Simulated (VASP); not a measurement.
# CrO2 (P4_2/mnm) in VASP: single point with PBE+U

Aim: the single point of CrO2 with PBE+U.

Everything below comes from runs of VASP 6.6.1. Logs are shortened: lines on timing, memory, paths and dates and some standing lists are left out, and cuts for length are marked.

## (1) The cell of the first run

It takes space group P4_2/mnm (No. 136, tetragonal). The conventional cell has a = 4.421 Å, b = 4.421 Å, c = 2.917 Å, α = 90.00°, β = 90.00°, γ = 90.00°. Within 2.5 Å of Cr (site symmetry mmm) lie 6 O at 1.88 to 1.92 Å. O (site symmetry m2m) has 3 Cr at 1.88 to 1.92 Å and 1 O at 2.49 Å within 2.5 Å.

## (2) Single point, PBE+U, collinear spin, ferromagnetic start

INCAR

```
SYSTEM = CrO2
PREC = Accurate
ENCUT = 600
EDIFF = 1E-6
ISMEAR = 0
SIGMA = 0.1
LREAL = .False.
LASPH = .True.
NELM = 200
ALGO = Normal
ISIF = 2
LWAVE = .False.
LCHARG = .False.
ISPIN = 2
MAGMOM = 2 2 0 0 0 0
LORBIT = 11
LMAXMIX = 4
LDAU = .True.
LDAUTYPE = 2
LDAUL = 2 -1
LDAUU = 5.7 0
LDAUJ = 0 0
LDAUPRINT = 1
GGA = PE
NBANDS = 37
GGA_COMPAT = .False.
```

KPOINTS

```
regular mesh
0
Gamma
  4 4 6
  0 0 0
```

POSCAR

```
CrO2
1.0
    4.4210000000      0.0000000000      0.0000000000
    0.0000000000      4.4210000000      0.0000000000
    0.0000000000      0.0000000000      2.9170000000
Cr O
2 4
Direct
    0.0000000000      0.0000000000      0.0000000000
    0.5000000000      0.5000000000      0.5000000000
    0.3010000000      0.3010000000      0.0000000000
    0.1990000000      0.8010000000      0.5000000000
    0.6990000000      0.6990000000      0.0000000000
    0.8010000000      0.1990000000      0.5000000000
```

Potentials or basis: VASP PAW PBE potentials, release 64 (Cr_pv, O).

Command:

```bash
$ cat potpaw_PBE.64/Cr_pv/POTCAR potpaw_PBE.64/O/POTCAR > POTCAR
$ mpirun -np 1 vasp_std > vasp.out
```

OUTCAR:

```text
SYSTEM = CrO2
   PREC = Accurate
   ENCUT = 600
   EDIFF = 1E-6
   ISMEAR = 0
   LREAL = .False.
   LASPH = .True.
   NELM = 200
   ISIF = 2
   ISPIN = 2
   LORBIT = 11
   GGA = PE

 ion  position               nearest neighbor table
   1  0.000  0.000  0.000-   3 1.88   5 1.88   4 1.92   6 1.92   4 1.92   6 1.92
   2  0.500  0.500  0.500-   4 1.88   6 1.88   5 1.92   3 1.92   3 1.92   5 1.92
   3  0.301  0.301  0.000-   1 1.88   2 1.92   2 1.92
   4  0.199  0.801  0.500-   2 1.88   1 1.92   1 1.92
   5  0.699  0.699  0.000-   1 1.88   2 1.92   2 1.92
   6  0.801  0.199  0.500-   2 1.88   1 1.92   1 1.92

  LATTYP: Found a simple tetragonal cell.
 ALAT       =     4.4210000000
 C/A-ratio  =     0.6598054739

  Lattice vectors:

 A1 = (   4.4210000000,   0.0000000000,   0.0000000000)
 A2 = (   0.0000000000,   4.4210000000,   0.0000000000)
 A3 = (   0.0000000000,   0.0000000000,   2.9170000000)

Analysis of symmetry for initial positions (statically):
=====================================================================
 Subroutine PRICEL returns:
 Original cell was already a primitive cell.

 Routine SETGRP: Setting up the symmetry group for a
 simple tetragonal supercell.

 Subroutine GETGRP returns: Found 16 space group operations
 (whereof  8 operations were pure point group operations)
 out of a pool of 16 trial point group operations.

The static configuration has the point symmetry D_2h.
 The point group associated with its full space group is D_4h.

Analysis of symmetry for dynamics (positions and initial velocities):
=====================================================================
 Subroutine PRICEL returns:
 Original cell was already a primitive cell.

 Routine SETGRP: Setting up the symmetry group for a
 simple tetragonal supercell.

 Subroutine GETGRP returns: Found 16 space group operations
 (whereof  8 operations were pure point group operations)
 out of a pool of 16 trial point group operations.

The dynamic configuration has the point symmetry D_2h.
 The point group associated with its full space group is D_4h.

Analysis of structural, dynamic, and magnetic symmetry:
=====================================================================
 Subroutine PRICEL returns:
 Original cell was already a primitive cell.

 Routine SETGRP: Setting up the symmetry group for a
 simple tetragonal supercell.

 Subroutine GETGRP returns: Found 16 space group operations
 (whereof  8 operations were pure point group operations)
 out of a pool of 16 trial point group operations.

The overall configuration has the point symmetry D_2h.
 The point group associated with its full space group is D_4h.

 Subroutine INISYM returns: Found 16 space group operations
 (whereof  8 operations are pure point group operations),
 and found     1 'primitive' translations

----------------------------------------------------------------------------------------

                                     Primitive cell

  volume of cell :      57.0135

  direct lattice vectors                    reciprocal lattice vectors
     4.421000000  0.000000000  0.000000000     0.226193169  0.000000000  0.000000000
     0.000000000  4.421000000  0.000000000     0.000000000  0.226193169  0.000000000
     0.000000000  0.000000000  2.917000000     0.000000000  0.000000000  0.342817964

  length of vectors
     4.421000000  4.421000000  2.917000000     0.226193169  0.226193169  0.342817964

  position of ions in fractional coordinates (direct lattice)
     0.000000000  0.000000000  0.000000000
     0.500000000  0.500000000  0.500000000
[... 154 lines left out ...]
  o =  0.3860  v =  0.0000 -0.7071  0.0000  0.7071  0.0000  0.0000  0.0000  0.0000  0.0000  0.0000      0.0000  0.0000  0.0000  0.0000  0.0000  0.0000  0.0000  0.0000  0.0000  0.0000
  o =  0.4281  v = -0.8208  0.0000  0.5713  0.0000 -0.0000  0.0000  0.0000  0.0000  0.0000  0.0000      0.0000  0.0000  0.0000  0.0000  0.0000  0.0000  0.0000  0.0000  0.0000  0.0000
  o =  0.5171  v =  0.0000 -0.0000 -0.0000  0.0000 -1.0000  0.0000  0.0000  0.0000  0.0000  0.0000      0.0000  0.0000  0.0000  0.0000  0.0000  0.0000  0.0000  0.0000  0.0000  0.0000
  o =  0.9218  v =  0.0000 -0.7071  0.0000 -0.7071  0.0000  0.0000  0.0000  0.0000  0.0000  0.0000      0.0000  0.0000  0.0000  0.0000  0.0000  0.0000  0.0000  0.0000  0.0000  0.0000
  o =  0.9628  v = -0.5713  0.0000 -0.8208  0.0000  0.0000  0.0000  0.0000  0.0000  0.0000  0.0000      0.0000  0.0000  0.0000  0.0000  0.0000  0.0000  0.0000  0.0000  0.0000  0.0000

atom =   2  type =  1  l = 2

 onsite density matrix

spin component  1

  0.6026  0.0000 -0.2507  0.0000 -0.0000
  0.0000  0.6539  0.0000 -0.2679  0.0000
 -0.2507  0.0000  0.7883  0.0000 -0.0000
  0.0000 -0.2679  0.0000  0.6539  0.0000
 -0.0000  0.0000 -0.0000  0.0000  0.5171

spin component  2

  0.2210  0.0000  0.1103  0.0000  0.0000
  0.0000  0.1740  0.0000  0.1055  0.0000
  0.1103  0.0000  0.1240  0.0000 -0.0000
  0.0000  0.1055  0.0000  0.1740  0.0000
  0.0000  0.0000 -0.0000  0.0000  0.0801

 occupancies and eigenvectors

  o =  0.0520  v =  0.0000  0.0000  0.0000  0.0000  0.0000 -0.5466 -0.0000  0.8374  0.0000  0.0000      0.0000  0.0000  0.0000  0.0000  0.0000  0.0000  0.0000  0.0000  0.0000  0.0000
  o =  0.0685  v =  0.0000  0.0000  0.0000  0.0000  0.0000  0.0000 -0.7071  0.0000  0.7071 -0.0000      0.0000  0.0000  0.0000  0.0000  0.0000  0.0000  0.0000  0.0000  0.0000  0.0000
  o =  0.0801  v =  0.0000  0.0000  0.0000  0.0000  0.0000 -0.0000  0.0000  0.0000  0.0000 -1.0000      0.0000  0.0000  0.0000  0.0000  0.0000  0.0000  0.0000  0.0000  0.0000  0.0000
  o =  0.2795  v =  0.0000  0.0000  0.0000  0.0000  0.0000  0.0000 -0.7071  0.0000 -0.7071 -0.0000      0.0000  0.0000  0.0000  0.0000  0.0000  0.0000  0.0000  0.0000  0.0000  0.0000
  o =  0.2930  v =  0.0000  0.0000  0.0000  0.0000  0.0000 -0.8374 -0.0000 -0.5466  0.0000  0.0000      0.0000  0.0000  0.0000  0.0000  0.0000  0.0000  0.0000  0.0000  0.0000  0.0000
  o =  0.3860  v =  0.0000  0.7071  0.0000  0.7071 -0.0000  0.0000  0.0000  0.0000  0.0000  0.0000      0.0000  0.0000  0.0000  0.0000  0.0000  0.0000  0.0000  0.0000  0.0000  0.0000
  o =  0.4281  v = -0.8208  0.0000 -0.5713  0.0000 -0.0000  0.0000  0.0000  0.0000  0.0000  0.0000      0.0000  0.0000  0.0000  0.0000  0.0000  0.0000  0.0000  0.0000  0.0000  0.0000
  o =  0.5171  v =  0.0000  0.0000 -0.0000  0.0000  1.0000  0.0000  0.0000  0.0000  0.0000  0.0000      0.0000  0.0000  0.0000  0.0000  0.0000  0.0000  0.0000  0.0000  0.0000  0.0000
  o =  0.9218  v =  0.0000  0.7071 -0.0000 -0.7071  0.0000  0.0000  0.0000  0.0000  0.0000  0.0000      0.0000  0.0000  0.0000  0.0000  0.0000  0.0000  0.0000  0.0000  0.0000  0.0000
  o =  0.9628  v = -0.5713  0.0000  0.8208  0.0000  0.0000  0.0000  0.0000  0.0000  0.0000  0.0000      0.0000  0.0000  0.0000  0.0000  0.0000  0.0000  0.0000  0.0000  0.0000  0.0000

 number of electron      48.0000027 magnetization       4.0000211

 Free energy of the ion-electron system (eV)
  ---------------------------------------------------
  ext. energy  EPLUGINS =         0.00000000
  ---------------------------------------------------
  free energy    TOTEN  =       -41.30389158 eV

  energy without entropy =      -41.29981837  energy(sigma->0) =      -41.30185498

 E-fermi :   5.2009     XC(G=0): -11.8948

 val. band max:        5.1567204402   @ k =   0.0000   0.0000   0.1667
 cond. band min:       5.2253079618   @ k =   0.0000   0.0000   0.3333
 fundamental gap:      0.0685875216
 Fermi energy:         5.2009396648

 spin component 1

 k-point     1 :       0.0000    0.0000    0.0000
  band No.  band energies     occupation
      1     -39.6075      1.00000
      2     -39.6075      1.00000
      3     -39.5557      1.00000
      4     -39.5557      1.00000
      5     -39.3037      1.00000
      6     -39.2898      1.00000
[... 925 lines left out ...]
     35      17.1220      0.00000
     36      17.1220      0.00000
 Fermi energy:         5.2009396648

 spin component 2

 k-point     1 :       0.0000    0.0000    0.0000
  band No.  band energies     occupation
      1     -37.1803      1.00000
      2     -37.1803      1.00000
      3     -37.0432      1.00000
      4     -37.0432      1.00000
      5     -36.5105      1.00000
      6     -36.4934      1.00000
[... 925 lines left out ...]
     35      17.1763      0.00000
     36      17.1763      0.00000
 [bands above 36 left out]

------------------------ aborting loop because EDIFF is reached ----------------------------------------

  FORCE on cell =-STRESS in cart. coord.  units (eV):
  Direction    XX          YY          ZZ          XY          YZ          ZX
  --------------------------------------------------------------------------------------
  -------------------------------------------------------------------------------------
  Total        5.0643987      5.0643987      7.0985617      0.0000000      0.0000000      0.0000000
  in kB      142.3183857    142.3183857    199.4818939      0.0000000      0.0000000      0.0000000
  external PRESSURE =     161.3728885 kB  Pullay stress =       0.0000000 kB

 VOLUME and BASIS-vectors are now :
 -----------------------------------------------------------------------------
  energy-cutoff  :      600.00
  volume of cell :       57.01
      direct lattice vectors                 reciprocal lattice vectors
     4.421000000  0.000000000  0.000000000     0.226193169  0.000000000  0.000000000
     0.000000000  4.421000000  0.000000000     0.000000000  0.226193169  0.000000000
     0.000000000  0.000000000  2.917000000     0.000000000  0.000000000  0.342817964

 POSITION                                       TOTAL-FORCE (eV/Angst)
 -----------------------------------------------------------------------------------
      0.00000      0.00000      0.00000         0.000000      0.000000      0.000000
      2.21050      2.21050      1.45850         0.000000      0.000000      0.000000
      1.33072      1.33072      0.00000        -0.127173     -0.127173     -0.000000
      0.87978      3.54122      1.45850         0.127173     -0.127173     -0.000000
      3.09028      3.09028      0.00000         0.127173      0.127173      0.000000
      3.54122      0.87978      1.45850        -0.127173      0.127173      0.000000
 -----------------------------------------------------------------------------------
    total drift:                                0.000000      0.000000      0.000000

  FREE ENERGIE OF THE ION-ELECTRON SYSTEM (eV)
  ---------------------------------------------------
  free  energy   TOTEN  =       -41.3038915806 eV

  energy  without entropy=      -41.2998183704  energy(sigma->0) =      -41.30185498

 total charge

# of ion       s       p       d       tot
------------------------------------------
    1        0.378   6.480   3.953  10.810
    2        0.378   6.480   3.953  10.810
    3        1.568   3.491   0.000   5.059
    4        1.568   3.491   0.000   5.059
    5        1.568   3.491   0.000   5.059
    6        1.568   3.491   0.000   5.059
--------------------------------------------------
tot          7.030  26.921   7.905  41.856

 magnetization (x)

# of ion       s       p       d       tot
------------------------------------------
    1        0.028   0.037   2.438   2.503
    2        0.028   0.037   2.438   2.503
    3       -0.007  -0.228   0.000  -0.235
    4       -0.007  -0.228   0.000  -0.235
    5       -0.007  -0.228   0.000  -0.235
    6       -0.007  -0.228   0.000  -0.235
--------------------------------------------------
tot          0.027  -0.838   4.875   4.064
```

Wall time 3.6 min (1 thread of Intel Xeon 8259CL, shared host); peak memory 0.25 GiB.

What came out:

- Free energy: -41.3039 eV
- Pressure: 16.1 GPa
- Largest force: 0.180 eV/Å
- Band gap on the k mesh: zero (filled and empty bands overlap)
- Net moment: 4.00 μB per cell
- Site moments: Cr +2.50; O -0.23 μB
- Valence electrons inside the program's atomic spheres: Cr 10.81; O 5.06

Forces in eV/Å, atoms in the order of the input:
```
Cr   0.000  0.000  0.000
Cr   0.000  0.000  0.000
O   -0.127 -0.127  0.000
O    0.127 -0.127  0.000
O    0.127  0.127  0.000
O   -0.127  0.127  0.000
```

Stress tensor (GPa, compression positive):
```
14.23  0.00  0.00
 0.00 14.23  0.00
 0.00  0.00 19.95
```

Levels at points of the mesh, in eV from the Fermi level:
Spin up:
| k point | band 24 | band 25 | band 26 | band 27 | band 28 | band 29 |
| --- | --- | --- | --- | --- | --- | --- |
| (0.00, 0.00, 0.00) | -0.89 | -0.39 | -0.39 | 0.25 | 1.44 | 1.72 |
| (0.50, 0.00, 0.00) | -0.96 | -0.71 | -0.71 | 0.63 | 0.63 | 4.03 |
| (0.50, 0.50, 0.00) | -1.79 | -1.39 | -1.39 | 1.34 | 1.34 | 3.28 |
| (0.00, 0.00, 0.50) | -2.27 | 0.17 | 0.17 | 0.36 | 0.36 | 3.10 |
| (0.50, 0.00, 0.50) | -2.03 | -1.05 | -1.05 | 0.82 | 0.82 | 2.34 |
| (0.50, 0.50, 0.50) | -1.89 | -0.28 | -0.28 | 0.28 | 0.28 | 3.70 |
Spin down:
```tsv
k point	band 20	band 21	band 22	band 23	band 24	band 25
(0.00, 0.00, 0.00)	-0.91	-0.91	-0.49	3.44	3.51	3.55
(0.50, 0.00, 0.00)	-2.14	-1.27	-1.27	4.00	4.00	4.44
(0.50, 0.50, 0.00)	-1.99	-1.73	-1.73	3.31	3.31	4.01
(0.00, 0.00, 0.50)	-2.96	-2.00	-2.00	4.07	4.07	4.61
(0.50, 0.00, 0.50)	-2.33	-1.62	-1.62	3.31	3.31	4.31
(0.50, 0.50, 0.50)	-1.78	-1.10	-1.10	3.73	3.73	4.69
```

Eigenvalues of the final occupation matrices:
```tsv
site	spin	trace	eigenvalues
site 1 d	1	3.22	0.39 0.43 0.52 0.92 0.96
site 1 d	2	0.77	0.05 0.07 0.08 0.28 0.29
site 2 d	1	3.22	0.39 0.43 0.52 0.92 0.96
site 2 d	2	0.77	0.05 0.07 0.08 0.28 0.29
```

Caveat: the stress differs along the axes, from 14 to 20 GPa; the run started ferromagnetic, and an antiferromagnetic order may lie lower in energy.

The gap in the log of VASP goes by the Fermi energy; the results here count the filled bands.